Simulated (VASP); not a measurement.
C: relaxation of the atoms with PBEsol

Crystal: C.

```xyz
2
Lattice="0.0198 1.7700 1.7700 1.7700 0.0198 1.7700 1.7700 1.7700 0.0198" Properties=species:S:1:pos:R:3 pbc="T T T"
C     0.0007    0.0007    0.0007
C     0.8893    0.8893    0.8893
```

This cell differs from its parent crystal: strained cell.

| Item | Value |
| --- | --- |
| Program | VASP 6.6.1 |
| Task | relaxation of the atoms |
| Functional | PBEsol |
| Potentials or basis | VASP PAW PBE potentials, release 64 (C) |
| Cutoff | 520 eV |
| k mesh | 9 × 9 × 9 |
| Occupations | gaussian, width 0.02 eV |
| Spin | no spin polarisation |
| Dipole correction | no |
| Further INCAR settings | ALGO = Normal; EDIFF = 1e-07; IBRION = 2; EDIFFG = -0.002; NSW = 60 |

```yaml
Energy_gained_by_relaxing: 0.0 meV/atom
Ionic_steps: 3
Pressure_after_relaxing: 14.9 GPa
Band_gap_on_the_k_mesh: 4.09 eV, indirect (least direct gap 5.29 eV)
```

Stress tensor (GPa, compression positive):
```
14.94 -6.86 -6.86
-6.86 14.94 -6.86
-6.86 -6.86 14.94
```

Final structure:
```cif
data_structure
_symmetry_space_group_name_H-M 'P 1'
_symmetry_Int_Tables_number 1
_cell_length_a 2.5033
_cell_length_b 2.5033
_cell_length_c 2.5033
_cell_angle_alpha 59.258
_cell_angle_beta 59.258
_cell_angle_gamma 59.258
_cell_volume 10.90
loop_
_atom_site_label
_atom_site_type_symbol
_atom_site_fract_x
_atom_site_fract_y
_atom_site_fract_z
_atom_site_occupancy
C1 C 0.00020 0.00020 0.00020 1
C2 C 0.24980 0.24980 0.24980 1
```

Levels at points of the mesh, in eV from the valence-band top:
| k point | band 1 | band 2 | band 3 | band 4 | band 5 | band 6 | band 7 | band 8 |
| --- | --- | --- | --- | --- | --- | --- | --- | --- |
| (0.00, 0.00, 0.00) | -22.09 | -0.09 | 0.00 | 0.00 | 5.29 | 5.78 | 5.78 | 14.27 |

Run time: 22 s on 1 thread of AMD EPYC 7R43 64-Core Processor (Zen 3), with other jobs on the host, peak memory 0.08 GiB.

Caveat: the cell differs from its parent crystal (strained cell); the PAW data sets were made with another functional, which shifts forces and pressure a little. A k mesh can miss the band edges.
